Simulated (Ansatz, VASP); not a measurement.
## Ir: VASP beside Ansatz

POSCAR

```
Ir
1.0
    0.0000000000      1.9156000000      1.9156000000
    1.9156000000      0.0000000000      1.9156000000
    1.9156000000      1.9156000000      0.0000000000
Ir
1
Direct
    0.0000000000      0.0000000000      0.0000000000
```

INCAR.step1

```
SYSTEM = Ir
ALGO = Normal
EDIFF = 1E-4
ENCUT = 520
GGA = PE
ISMEAR = 0
LASPH = .TRUE.
LCHARG = .FALSE.
LREAL = .FALSE.
LWAVE = .TRUE.
NBANDS = 10
NELM = 60
PREC = Accurate
SIGMA = 0.1
```

The input INCAR.step2:

```
SYSTEM = Ir
ALGO = Normal
EDIFF = 1E-7
ENCUT = 520
ISIF = 2
ISMEAR = 0
ISTART = 1
LASPH = .TRUE.
LCHARG = .FALSE.
LMIXTAU = .TRUE.
LREAL = .FALSE.
LWAVE = .FALSE.
METAGGA = R2SCAN
NBANDS = 10
NELM = 60
PREC = Accurate
SIGMA = 0.1
```

Contents of KPOINTS:

```
k-points
0
G
  18 18 18
  0 0 0
```

Input for Ansatz:

```yaml
crystal:
  lattice:
    - [0.0, 1.9156, 1.9156]
    - [1.9156, 0.0, 1.9156]
    - [1.9156, 1.9156, 0.0]
  atoms:
    - { symbol: Ir, position: [0.0, 0.0, 0.0] }
basis:
  ecutwfc: 500
kpoints:
  mp_grid: { grid: [18, 18, 18] }
hamiltonian:
  xc: r2scan
scf:
  occupations: { method: gaussian, width: 0.1 }
output:
  forces: true
  stress: true
  eigenvalues: true
  populations: true
```

Alike in both runs: task single point; functional r2SCAN; k mesh 18 × 18 × 18; occupations gaussian, width 0.1 eV; no spin polarisation.

|  | VASP | Ansatz |
| --- | --- | --- |
| version | VASP 6.6.1 | Ansatz 0.2.0 |
| potentials or method | VASP PAW PBE potentials, release 64 (Ir), cutoff 520 eV | scalar-relativistic, plane waves, PAW |
| valence electrons in the cell | 9 | 17 |

Ansatz gave:

- gap on the k mesh at the Fermi level (eV): none
- pressure (GPa): 3.9

Problem. Which values does VASP return?

Solution. gap on the k mesh at the Fermi level (eV): none; pressure (GPa): 6.6.

VASP's potentials were made for PBE, not for r2SCAN. A gap of «none» marks a metal or a gap that the smearing closes. VASP's potentials hold 9 valence electrons a cell and Ansatz's 17, so a difference there can come from the potentials and not from the codes.

Spin-orbit coupling is off throughout.
